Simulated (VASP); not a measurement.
# K (Im-3m) in VASP: single point with PBEsol

Aim: the single point of K with PBEsol.

Everything below comes from runs of VASP 6.6.1. Logs are shortened: lines on timing, memory, paths and dates and some standing lists are left out, and cuts for length are marked.

## (1) The cell of the first run

It takes space group Im-3m (No. 229, cubic). Conventional cell: a = 5.431 Å, b = 5.431 Å, c = 5.431 Å, α = 90.00°, β = 90.00°, γ = 90.00°.

## (2) Single point, PBEsol

Input file INCAR:

```
ALGO = Normal
EDIFF = 1E-6
ENCUT = 520
GGA = PS
ISIF = 2
ISMEAR = 0
LASPH = T
LCHARG = F
LREAL = F
LWAVE = F
NBANDS = 10
NELM = 60
PREC = Accurate
SIGMA = 0.15
```

Input file KPOINTS:

```
k-points
0
Gamma
  12 12 12
```

Input file POSCAR:

```
K
1.0
    4.5256778731     -0.9051355746     -0.9051355746
   -0.9051355746      4.5256778731     -0.9051355746
   -0.9051355746     -0.9051355746      4.5256778731
K
1
Direct
    0.0000000000      0.0000000000      0.0000000000
```

Potentials or basis: VASP PAW PBE potentials, release 64 (K_sv).

Launch:

```console
> cat potpaw_PBE.64/K_sv/POTCAR > POTCAR
> mpirun -np 1 vasp_std > vasp.out
```

OUTCAR:

```text
EDIFF = 1E-6
   ENCUT = 520
   GGA = PS
   ISIF = 2
   ISMEAR = 0
   LASPH = T
   LREAL = F
   NELM = 60
   PREC = Accurate

 ion  position               nearest neighbor table
   1  0.000  0.000  0.000-

  LATTYP: Found a body centered cubic cell.
 ALAT       =     5.4308134477

  Lattice vectors:

 A1 = (   4.5256778731,  -0.9051355746,  -0.9051355746)
 A2 = (  -0.9051355746,   4.5256778731,  -0.9051355746)
 A3 = (  -0.9051355746,  -0.9051355746,   4.5256778731)

Analysis of symmetry for initial positions (statically):
=====================================================================
 Subroutine PRICEL returns:
 Original cell was already a primitive cell.

 Routine SETGRP: Setting up the symmetry group for a
 body centered cubic supercell.

 Subroutine GETGRP returns: Found 48 space group operations
 (whereof 48 operations were pure point group operations)
 out of a pool of 48 trial point group operations.

The static configuration has the point symmetry O_h .

Analysis of symmetry for dynamics (positions and initial velocities):
=====================================================================
 Subroutine PRICEL returns:
 Original cell was already a primitive cell.

 Routine SETGRP: Setting up the symmetry group for a
 body centered cubic supercell.

 Subroutine GETGRP returns: Found 48 space group operations
 (whereof 48 operations were pure point group operations)
 out of a pool of 48 trial point group operations.

The dynamic configuration has the point symmetry O_h .

 Subroutine INISYM returns: Found 48 space group operations
 (whereof 48 operations are pure point group operations),
 and found     1 'primitive' translations

----------------------------------------------------------------------------------------

                                     Primitive cell

  volume of cell :      80.0875

  direct lattice vectors                    reciprocal lattice vectors
     4.525677873 -0.905135575 -0.905135575     0.245512638  0.061378159  0.061378159
    -0.905135575  4.525677873 -0.905135575     0.061378159  0.245512638  0.061378159
    -0.905135575 -0.905135575  4.525677873     0.061378159  0.061378159  0.245512638

  length of vectors
     4.703222409  4.703222409  4.703222409     0.260405476  0.260405476  0.260405476

  position of ions in fractional coordinates (direct lattice)
     0.000000000  0.000000000  0.000000000

  ion indices of the primitive-cell ions
   primitive index   ion index
                 1           1

----------------------------------------------------------------------------------------

 KPOINTS: k-points

[... 76 lines left out ...]
   TEBEG  =    0.0;   TEEND  =   0.0 temperature during run
   PSTRESS=    0.0 pullay stress
   NELECT =       9.0000    total number of electrons
   NUPDOWN=      -1.0000    fix difference up-down
   EMIN   =  10.00;   EMAX   =-10.00  energy-range for DOS
   EFERMI =   0.00;   METHOD = LEGACY
   ISMEAR =     0;   SIGMA  =   0.15  broadening in eV -4-tet -1-fermi 0-gaus
   EFERMI_NEDOS =   21; number of points for ismear=-14 and -15
   IALGO  =     38    algorithm
   IMIX   =      4    mixing-type and parameters
     AMIX     =   0.40;   BMIX     =  1.00
     AMIX_MAG =   1.60;   BMIX_MAG =  1.00
  volume/ion in A,a.u.               =      80.09       540.46
  Fermi-wavevector in a.u.,A,eV,Ry     =   0.790013  1.492908  8.491671  0.624120
  Thomas-Fermi vector in A             =   1.895269
   LORBIT       =      0    0 simple, 1 ext, 2 COOP (PROOUT), +10 PAW based schemes
   GGA     = PS    functional components
   LHFCALC =     F    Hartree Fock is set to
   AEXX    =    0.0000 exact exchange contribution
   IVDW    =     0    specifies the selected vdW correction
   LEPSILON=     F    determine dielectric tensor
   LRPA    =     F    only Hartree local field effects (RPA)
 non-spin polarized calculation
 Gauss-broadening in eV      SIGMA  =   0.15
  energy-cutoff  :      520.00
  volume of cell :       80.09
 maximum number of plane-waves:      2214
   NGX = 17   NGY = 17   NGZ = 17

 number of electron       8.9999998 magnetization

 Free energy of the ion-electron system (eV)
  ---------------------------------------------------
  ext. energy  EPLUGINS =         0.00000000
  ---------------------------------------------------
  free energy    TOTEN  =        -1.12619962 eV

  energy without entropy =       -1.11623484  energy(sigma->0) =       -1.12121723

 E-fermi :  -0.3442     XC(G=0):  -5.4892

 val. band max:       -0.3721151517   @ k =   0.2500   0.2500   0.0000
 cond. band min:      -0.3081286493   @ k =   0.3333   0.1667   0.0000
 fundamental gap:      0.0639865025
 Fermi energy:        -0.3442388096

 k-point     1 :       0.0000    0.0000    0.0000
  band No.  band energies     occupation
      1     -32.3926      2.00000
      2     -15.9070      2.00000
      3     -15.9070      2.00000
      4     -15.9070      2.00000
      5      -2.3778      2.00000
      6       3.8707      0.00000
      7       3.8707      0.00000
      8       3.8707      0.00000
      9       4.7389      0.00000
     10       4.7389      0.00000
[... 287 lines left out ...]
 k-point    24 :       0.4167    0.0833    0.0833
  band No.  band energies     occupation
      1     -32.3898      2.00000
      2     -15.9538      2.00000
      3     -15.9261      2.00000
      4     -15.9101      2.00000
      5       0.2700      0.00000
      6       0.3940      0.00000
      7       2.3964      0.00000
      8       3.9939      0.00000
      9       5.1620      0.00000
     10       5.2643      0.00000

 [... further k-points ...]

------------------------ aborting loop because EDIFF is reached ----------------------------------------

  FORCE on cell =-STRESS in cart. coord.  units (eV):
  Direction    XX          YY          ZZ          XY          YZ          ZX
  --------------------------------------------------------------------------------------
  -------------------------------------------------------------------------------------
  Total       -0.1829716     -0.1829716     -0.1829716     -0.0000000     -0.0000000     -0.0000000
  in kB       -3.6604096     -3.6604096     -3.6604096     -0.0000000     -0.0000000     -0.0000000
  external PRESSURE =      -3.6604096 kB  Pullay stress =       0.0000000 kB

 VOLUME and BASIS-vectors are now :
 -----------------------------------------------------------------------------
  energy-cutoff  :      520.00
  volume of cell :       80.09
      direct lattice vectors                 reciprocal lattice vectors
     4.525677873 -0.905135575 -0.905135575     0.245512638  0.061378159  0.061378159
    -0.905135575  4.525677873 -0.905135575     0.061378159  0.245512638  0.061378159
    -0.905135575 -0.905135575  4.525677873     0.061378159  0.061378159  0.245512638

 POSITION                                       TOTAL-FORCE (eV/Angst)
 -----------------------------------------------------------------------------------
      0.00000      0.00000      0.00000        -0.000000      0.000000      0.000000
 -----------------------------------------------------------------------------------
    total drift:                                0.000000     -0.000000     -0.000000

  FREE ENERGIE OF THE ION-ELECTRON SYSTEM (eV)
  ---------------------------------------------------
  free  energy   TOTEN  =        -1.1261996155 eV

  energy  without entropy=       -1.1162348386  energy(sigma->0) =       -1.12121723
```

Wall time 26 s (1 thread of Intel Xeon Platinum 8488C (Sapphire Rapids), shared host); peak memory 0.22 GiB.

What came out:

```yaml
Free_energy: -1.1262 eV
Pressure: -0.4 GPa
```

Caveat: the PAW data sets were made with another functional, which shifts forces and pressure a little.
